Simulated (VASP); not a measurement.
# InBS3 (R-3c) in VASP: a series of runs

The runs below take InBS3 through single point, relaxation of cell and atoms, with PBE.

Everything below comes from runs of VASP 6.6.1. Logs are shortened: lines on timing, memory, paths and dates and some standing lists are left out, and cuts for length are marked.

## Step 1: The cell of the first run

Symmetry: R-3c, No. 167, trigonal system. The conventional cell has a = 6.109 Å, b = 6.109 Å, c = 15.185 Å, α = 90.00°, β = 90.00°, γ = 120.00°. In (site symmetry 32) has 9 S at 2.48 to 3.14 Å within 3.3 Å. B (site symmetry -3) has 6 S at 2.24 Å within 3.0 Å. Within 3.0 Å of S (site symmetry 2) lie 2 B at 2.24 Å and 1 In at 2.48 Å.

## Step 2: Single point, PBE

INCAR reads:

```
SYSTEM = InBS3
ALGO = Normal
EDIFF = 1E-6
ENCUT = 520
GGA = PE
ISIF = 2
ISMEAR = 0
LASPH = .TRUE.
LCHARG = .FALSE.
LREAL = .FALSE.
LWAVE = .FALSE.
NBANDS = 45
NELM = 80
PREC = Accurate
SIGMA = 0.1
```

KPOINTS reads:

```
k-points
0
G
  4 4 4
  0 0 0
```

POSCAR reads:

```
InBS3
1.0
    3.0546548965      1.7636058268      5.0615868584
   -3.0546548965      1.7636058268      5.0615868584
    0.0000000000     -3.5272116536      5.0615868584
In B S
2 2 6
Direct
    0.7500000000      0.7500000000      0.7500000000
    0.2500000000      0.2500000000      0.2500000000
    0.5000000000      0.5000000000      0.5000000000
    0.0000000000      0.0000000000      0.0000000000
    0.8435763039      0.2500000000      0.6564236961
    0.6564236961      0.8435763039      0.2500000000
    0.2500000000      0.6564236961      0.8435763039
    0.1564236961      0.7500000000      0.3435763039
    0.3435763039      0.1564236961      0.7500000000
    0.7500000000      0.3435763039      0.1564236961
```

Potentials or basis: VASP PAW PBE potentials, release 64 (In_d, B, S).

Run with:

```sh
$ cat potpaw_PBE.64/In_d/POTCAR potpaw_PBE.64/B/POTCAR potpaw_PBE.64/S/POTCAR > POTCAR
$ mpirun -np 1 vasp_std > vasp.out
```

OUTCAR:

```text
SYSTEM = InBS3
   EDIFF = 1E-6
   ENCUT = 520
   GGA = PE
   ISIF = 2
   ISMEAR = 0
   LASPH = .TRUE.
   LREAL = .FALSE.
   NELM = 80
   PREC = Accurate

 ion  position               nearest neighbor table
   1  0.750  0.750  0.750-   9 2.48   8 2.48  10 2.48   7 3.14   5 3.14   5 3.14   7 3.14   6 3.14
                             6 3.14
   2  0.250  0.250  0.250-   6 2.48   5 2.48   7 2.48   8 3.14  10 3.14   8 3.14  10 3.14   9 3.14
                             9 3.14
   3  0.500  0.500  0.500-   5 2.24   8 2.24   7 2.24  10 2.24   9 2.24   6 2.24
   4  0.000  0.000  0.000-   7 2.24  10 2.24   8 2.24   5 2.24   9 2.24   6 2.24
   5  0.844  0.250  0.656-   3 2.24   4 2.24   2 2.48   1 3.14   1 3.14
   6  0.656  0.844  0.250-   3 2.24   4 2.24   2 2.48   1 3.14   1 3.14
   7  0.250  0.656  0.844-   4 2.24   3 2.24   2 2.48   1 3.14   1 3.14
   8  0.156  0.750  0.344-   3 2.24   4 2.24   1 2.48   2 3.14   2 3.14
   9  0.344  0.156  0.750-   3 2.24   4 2.24   1 2.48   2 3.14   2 3.14
  10  0.750  0.344  0.156-   4 2.24   3 2.24   1 2.48   2 3.14   2 3.14

  LATTYP: Found a trigonal (rhomboedric) cell.
 ALAT       =     6.1693503365
 COS(alpha) =     0.5096847125

  Lattice vectors:

 A1 = (   3.0546548965,   1.7636058268,   5.0615868584)
 A2 = (  -3.0546548965,   1.7636058268,   5.0615868584)
 A3 = (   0.0000000000,  -3.5272116536,   5.0615868584)

Analysis of symmetry for initial positions (statically):
=====================================================================
 Subroutine PRICEL returns:
 Original cell was already a primitive cell.

 Routine SETGRP: Setting up the symmetry group for a
 trigonal (rhombohedral) supercell.

 Subroutine GETGRP returns: Found 12 space group operations
 (whereof  6 operations were pure point group operations)
 out of a pool of 12 trial point group operations.

The static configuration has the point symmetry S_6 .
 The point group associated with its full space group is D_3d.

Analysis of symmetry for dynamics (positions and initial velocities):
=====================================================================
 Subroutine PRICEL returns:
 Original cell was already a primitive cell.

 Routine SETGRP: Setting up the symmetry group for a
 trigonal (rhombohedral) supercell.

 Subroutine GETGRP returns: Found 12 space group operations
 (whereof  6 operations were pure point group operations)
 out of a pool of 12 trial point group operations.

The dynamic configuration has the point symmetry S_6 .
 The point group associated with its full space group is D_3d.

 Subroutine INISYM returns: Found 12 space group operations
 (whereof  6 operations are pure point group operations),
 and found     1 'primitive' translations

----------------------------------------------------------------------------------------

                                     Primitive cell

  volume of cell :     163.6069

  direct lattice vectors                    reciprocal lattice vectors
     3.054654897  1.763605827  5.061586858     0.163684611  0.094503355  0.065855500
    -3.054654897  1.763605827  5.061586858    -0.163684611  0.094503355  0.065855500
     0.000000000 -3.527211654  5.061586858     0.000000000 -0.189006709  0.065855500

  length of vectors
     6.169350336  6.169350336  6.169350336     0.200151150  0.200151150  0.200151150

  position of ions in fractional coordinates (direct lattice)
     0.750000000  0.750000000  0.750000000
     0.250000000  0.250000000  0.250000000
     0.500000000  0.500000000  0.500000000
     0.000000000  0.000000000  0.000000000
     0.843576304  0.250000000  0.656423696
     0.656423696  0.843576304  0.250000000
     0.250000000  0.656423696  0.843576304
     0.156423696  0.750000000  0.343576304
     0.343576304  0.156423696  0.750000000
     0.750000000  0.343576304  0.156423696

  ion indices of the primitive-cell ions
   primitive index   ion index
                 1           1
                 2           2
                 3           3
                 4           4
                 5           5
                 6           6
                 7           7
                 8           8
                 9           9
                10          10

----------------------------------------------------------------------------------------

 KPOINTS: k-points

Automatic generation of k-mesh.
 Grid dimensions read from file:
 generate k-points for:    4    4    4

 Generating k-lattice:

  Cartesian coordinates                     Fractional coordinates (reciprocal lattice)
     0.040921153  0.023625839  0.016463875     0.250000000  0.000000000  0.000000000
    -0.040921153  0.023625839  0.016463875     0.000000000  0.250000000  0.000000000
     0.000000000 -0.047251677  0.016463875     0.000000000  0.000000000  0.250000000

  Length of vectors
     0.050037788  0.050037788  0.050037788

  Shift w.r.t. Gamma in fractional coordinates (k-lattice)
     0.000000000  0.000000000  0.000000000

 Subroutine IBZKPT returns following result:
 ===========================================

 Found     13 irreducible k-points:

 Following reciprocal coordinates:
            Coordinates               Weight
  0.000000  0.000000  0.000000      1.000000
  0.250000  0.000000  0.000000      6.000000
  0.500000  0.000000  0.000000      3.000000
  0.250000  0.250000  0.000000      6.000000
  0.500000  0.250000 -0.000000     12.000000
 -0.250000  0.250000  0.000000      6.000000
  0.500000  0.500000  0.000000      3.000000
  0.250000  0.250000  0.250000      2.000000
  0.500000  0.250000  0.250000      6.000000
 -0.250000  0.250000  0.250000      6.000000
  0.500000  0.500000  0.250000      6.000000
 -0.250000  0.500000  0.250000      6.000000
  0.500000  0.500000  0.500000      1.000000
   k-points           NKPTS =     13   k-points in BZ     NKDIM =     13   number of bands    NBANDS=     45
   number of dos      NEDOS =    301   number of ions     NIONS =     10
   total plane-waves  NPLWV = 110592
   dimension x,y,z NGX =    48 NGY =   48 NGZ =   48
   dimension x,y,z NGXF=    96 NGYF=   96 NGZF=   96
   ions per type =               2   2   6
   NGX,Y,Z   is equivalent  to a cutoff of  12.93, 12.93, 12.93 a.u.
   NGXF,Y,Z  is equivalent  to a cutoff of  25.87, 25.87, 25.87 a.u.
 SYSTEM =  InBS3
   PREC   = accura    normal or accurate (medium, high low for compatibility)
   ISTART =      0    job   : 0-new  1-cont  2-samecut
   ICHARG =      2    charge: 1-file 2-atom 10-const
   ISPIN  =      1    spin polarized calculation?
   LNONCOLLINEAR =      F non collinear calculations
   LSORBIT =      F    spin-orbit coupling
   LASPH  =      T    aspherical Exc in radial PAW
   ENCUT  =  520.0 eV  38.22 Ry    6.18 a.u.  11.47 11.47 11.47*2*pi/ulx,y,z
   NELM   =     80;   NELMIN=  2; NELMDL= -5     # of ELM steps
   EDIFF  = 0.1E-05   stopping-criterion for ELM
   LREAL  =      F    real-space projection
   EDIFFG = 0.1E-04   stopping-criterion for IOM
   NSW    =      0    number of steps for IOM
   IBRION =     -1    ionic relax: 0-MD 1-quasi-New 2-CG
   NFREE  =      0    steps in history (QN), initial steepest desc. (CG)
   ISIF   =      2    stress and relaxation
   ISYM   =      2    0-nonsym 1-usesym 2-fastsym
   POTIM  = 0.5000    time-step for ionic-motion
   TEBEG  =    0.0;   TEEND  =   0.0 temperature during run
   PSTRESS=    0.0 pullay stress
   NELECT =      68.0000    total number of electrons
   NUPDOWN=      -1.0000    fix difference up-down
   EMIN   =  10.00;   EMAX   =-10.00  energy-range for DOS
   EFERMI =   0.00;   METHOD = LEGACY
   ISMEAR =     0;   SIGMA  =   0.10  broadening in eV -4-tet -1-fermi 0-gaus
   EFERMI_NEDOS =   21; number of points for ismear=-14 and -15
   IALGO  =     38    algorithm
   IMIX   =      4    mixing-type and parameters
     AMIX     =   0.40;   BMIX     =  1.00
     AMIX_MAG =   1.60;   BMIX_MAG =  1.00
  volume/ion in A,a.u.               =      16.36       110.41
  Fermi-wavevector in a.u.,A,eV,Ry     =   1.221736  2.308746 20.308574  1.492638
  Thomas-Fermi vector in A             =   2.356907
   LORBIT       =      0    0 simple, 1 ext, 2 COOP (PROOUT), +10 PAW based schemes
   GGA     = PE    functional components
   LHFCALC =     F    Hartree Fock is set to
   AEXX    =    0.0000 exact exchange contribution
   IVDW    =     0    specifies the selected vdW correction
   LEPSILON=     F    determine dielectric tensor
   LRPA    =     F    only Hartree local field effects (RPA)
 non-spin polarized calculation
 Gauss-broadening in eV      SIGMA  =   0.10
  energy-cutoff  :      520.00
  volume of cell :      163.61
 maximum number of plane-waves:      4426
 NGX is ok and might be reduce to    48
   NGX = 23   NGY = 23   NGZ = 23

 number of electron      67.9999991 magnetization

 Free energy of the ion-electron system (eV)
  ---------------------------------------------------
  ext. energy  EPLUGINS =         0.00000000
  ---------------------------------------------------
  free energy    TOTEN  =       -40.73134527 eV

  energy without entropy =      -40.72761736  energy(sigma->0) =      -40.72948132

 E-fermi :   6.9294     XC(G=0): -10.7552

 val. band max:        6.8862967190   @ k =   0.0000   0.0000   0.0000
 cond. band min:       7.3032846267   @ k =   0.5000   0.5000   0.5000
 fundamental gap:      0.4169879078
 Fermi energy:         6.9293941800

 k-point     1 :       0.0000    0.0000    0.0000
  band No.  band energies     occupation
      1      -8.3761      2.00000
      2      -7.8008      2.00000
      3      -7.8008      2.00000
      4      -7.7969      2.00000
      5      -7.6801      2.00000
      6      -7.6801      2.00000
[... 37 lines left out ...]
     44      13.0929      0.00000
     45      13.4569      0.00000
[... 535 lines left out ...]
      5      -7.7115      2.00000
      6      -7.7115      2.00000
[... 37 lines left out ...]
     44      11.6294      0.00000
     45      13.9176      0.00000

------------------------ aborting loop because EDIFF is reached ----------------------------------------

  FORCE on cell =-STRESS in cart. coord.  units (eV):
  Direction    XX          YY          ZZ          XY          YZ          ZX
  --------------------------------------------------------------------------------------
  -------------------------------------------------------------------------------------
  Total       -0.3354498     -0.3354498      0.0158866     -0.0000000      0.0000000      0.0000000
  in kB       -3.2850082     -3.2850082      0.1555755     -0.0000000      0.0000000      0.0000000
  external PRESSURE =      -2.1381470 kB  Pullay stress =       0.0000000 kB

 VOLUME and BASIS-vectors are now :
 -----------------------------------------------------------------------------
  energy-cutoff  :      520.00
  volume of cell :      163.61
      direct lattice vectors                 reciprocal lattice vectors
     3.054654897  1.763605827  5.061586858     0.163684611  0.094503355  0.065855500
    -3.054654897  1.763605827  5.061586858    -0.163684611  0.094503355  0.065855500
     0.000000000 -3.527211654  5.061586858     0.000000000 -0.189006709  0.065855500

 POSITION                                       TOTAL-FORCE (eV/Angst)
 -----------------------------------------------------------------------------------
      0.00000      0.00000     11.38857        -0.000000     -0.000000      0.000000
      0.00000      0.00000      3.79619         0.000000     -0.000000      0.000000
      0.00000      0.00000      7.59238        -0.000000     -0.000000      0.000000
      0.00000      0.00000      0.00000         0.000000      0.000000      0.000000
      1.81317     -0.38671      8.85778        -0.015728     -0.027241      0.000000
     -0.57169      1.76361      8.85778         0.031456      0.000000      0.000000
     -1.24148     -1.37690      8.85778        -0.015728      0.027241      0.000000
     -1.81317      0.38671      6.32698         0.015728      0.027241      0.000000
      0.57169     -1.76361      6.32698        -0.031456     -0.000000     -0.000000
      1.24148      1.37690      6.32698         0.015728     -0.027241      0.000000
 -----------------------------------------------------------------------------------
    total drift:                                0.000000      0.000000     -0.000000

  FREE ENERGIE OF THE ION-ELECTRON SYSTEM (eV)
  ---------------------------------------------------
  free  energy   TOTEN  =       -40.7313452736 eV

  energy  without entropy=      -40.7276173645  energy(sigma->0) =      -40.72948132
```

Run time: 2.1 min. Hardware: 1 thread of Oxide Virtual Turin-like, shared host; peak memory 0.33 GiB.

What came out:

- Free energy: -40.7313 eV
- Pressure: -0.2 GPa
- Largest force: 0.031 eV/Å

Forces in eV/Å, atoms in the order of the input:
```
In   0.000  0.000  0.000
In   0.000  0.000  0.000
B    0.000  0.000  0.000
B    0.000  0.000  0.000
S   -0.016 -0.027  0.000
S    0.031  0.000  0.000
S   -0.016  0.027  0.000
S    0.016  0.027  0.000
S   -0.031  0.000  0.000
S    0.016 -0.027  0.000
```

Stress tensor (GPa, compression positive):
```
-0.33  0.00  0.00
 0.00 -0.33  0.00
 0.00  0.00  0.02
```

Caveat: spin-orbit coupling is left out, which moves the levels of the heavy elements.

## Step 3: Single point, PBE

This run uses another cell than the first one, of 17.04 Å³/atom, 1.042 times its volume.

INCAR reads:

```
ALGO = Normal ; EDIFF = 1E-6
ENCUT = 520 ; GGA = PE
ISIF = 2 ; ISMEAR = 0
LASPH = True ; LCHARG = False
LREAL = False ; LWAVE = False
NBANDS = 45 ; NELM = 60
PREC = Accurate ; SIGMA = 0.1
```

KPOINTS reads:

```
k-points
0
Gamma
  4 4 4
```

POSCAR reads:

```
InBS3
1.0
    3.1117530500      1.7965714600      5.0814714500
   -3.1117530500      1.7965714600      5.0814714500
    0.0000000000     -3.5931429200      5.0814714500
In B S
2 2 6
Direct
    0.7500000000      0.7500000000      0.7500000000
    0.2500000000      0.2500000000      0.2500000000
    0.5000000000      0.5000000000      0.5000000000
    0.0000000000      0.0000000000      0.0000000000
    0.8101400600      0.2500000000      0.6898599400
    0.6898599400      0.8101400600      0.2500000000
    0.2500000000      0.6898599400      0.8101400600
    0.1898599400      0.7500000000      0.3101400600
    0.3101400600      0.1898599400      0.7500000000
    0.7500000000      0.3101400600      0.1898599400
```

Potentials or basis: VASP PAW PBE potentials, release 64 (In_d, B, S).

Run with:

```sh
$ cat potpaw_PBE.64/In_d/POTCAR potpaw_PBE.64/B/POTCAR potpaw_PBE.64/S/POTCAR > POTCAR
$ mpirun -np 1 vasp_std > vasp.out
```

OUTCAR:

```text
EDIFF = 1E-6
   ENCUT = 520
   GGA = PE
   ISIF = 2
   ISMEAR = 0
   LASPH = True
   LREAL = False
   NELM = 60
   PREC = Accurate

 ion  position               nearest neighbor table
   1  0.750  0.750  0.750-   8 2.74  10 2.74   9 2.74   6 3.13   6 3.13   5 3.13   7 3.13   5 3.13
                             7 3.13
   2  0.250  0.250  0.250-   5 2.74   7 2.74   6 2.74   9 3.13   9 3.13  10 3.13   8 3.13   8 3.13
                            10 3.13
   3  0.500  0.500  0.500-   6 2.23   9 2.23   7 2.23  10 2.23   5 2.23   8 2.23
[... 837 lines left out ...]
  external PRESSURE =     -52.0854418 kB  Pullay stress =       0.0000000 kB

 VOLUME and BASIS-vectors are now :
 -----------------------------------------------------------------------------
  energy-cutoff  :      520.00
  volume of cell :      170.45
      direct lattice vectors                 reciprocal lattice vectors
     3.111753050  1.796571460  5.081471450     0.160681131  0.092769294  0.065597797
    -3.111753050  1.796571460  5.081471450    -0.160681131  0.092769294  0.065597797
     0.000000000 -3.593142920  5.081471450     0.000000000 -0.185538589  0.065597797

 POSITION                                       TOTAL-FORCE (eV/Angst)
 -----------------------------------------------------------------------------------
      0.00000      0.00000     11.43331         0.000000      0.000000      0.000000
      0.00000      0.00000      3.81110         0.000000      0.000000      0.000000
      0.00000      0.00000      7.62221         0.000000      0.000000      0.000000
      0.00000      0.00000      0.00000         0.000000      0.000000      0.000000
      1.74302     -0.57415      8.89258         0.473085      0.819408      0.000000
     -0.37428      1.79657      8.89258        -0.946171      0.000000      0.000000
     -1.36874     -1.22242      8.89258         0.473085     -0.819408      0.000000
     -1.74302      0.57415      6.35184        -0.473085     -0.819408      0.000000
      0.37428     -1.79657      6.35184         0.946171      0.000000     -0.000000
      1.36874      1.22242      6.35184        -0.473085      0.819408      0.000000
 -----------------------------------------------------------------------------------
    total drift:                                0.000000      0.000000     -0.000000

  FREE ENERGIE OF THE ION-ELECTRON SYSTEM (eV)
  ---------------------------------------------------
  free  energy   TOTEN  =       -39.7339894964 eV

  energy  without entropy=      -39.7202561040  energy(sigma->0) =      -39.72712280
```

stdout:

```text
POSCAR found type information on POSCAR InB S
 POSCAR found :  3 types and      10 ions
 scaLAPACK will be used
 LDA part: xc-table for (Slater+PW92), standard interpolation
 POSCAR, INCAR and KPOINTS ok, starting setup
 FFT: planning ... GRIDC
 FFT: planning ... GRID_SOFT
 FFT: planning ... GRID
 WAVECAR not read
 entering main loop
```

Wall time 2.6 min (1 thread of Oxide Virtual Turin-like, shared host); peak memory 0.32 GiB.

Results:

| Quantity | Value |
| --- | --- |
| Free energy | -39.7340 eV |
| Pressure | -5.2 GPa |
| Largest force | 0.946 eV/Å |
| Band gap on the k mesh | zero (band 34 reaches 6.54 eV, above the bottom of band 35 at 6.44 eV) |

Forces in eV/Å, atoms in the order of the input:
```
In   0.000  0.000  0.000
In   0.000  0.000  0.000
B    0.000  0.000  0.000
B    0.000  0.000  0.000
S    0.473  0.819  0.000
S   -0.946  0.000  0.000
S    0.473 -0.819  0.000
S   -0.473 -0.819  0.000
S    0.946  0.000  0.000
S   -0.473  0.819  0.000
```

Levels at points of the mesh, in eV from the Fermi level:
```tsv
k point	band 31	band 32	band 33	band 34	band 35	band 36	band 37	band 38
(0.00, 0.00, 0.00)	-0.45	-0.44	-0.44	-0.31	0.28	0.28	1.11	2.37
(0.50, 0.00, 0.00)	-0.76	-0.76	-0.24	-0.24	0.30	0.30	1.29	1.29
(0.50, 0.50, 0.50)	-0.42	-0.42	-0.42	-0.42	0.43	0.43	1.36	1.36
(0.50, 0.50, 0.00)	-1.03	-0.70	-0.40	-0.32	0.51	0.84	1.92	2.30
```

Caveat: spin-orbit coupling is left out, which moves the levels of the heavy elements.

(Part 1 of 2 ends here.)
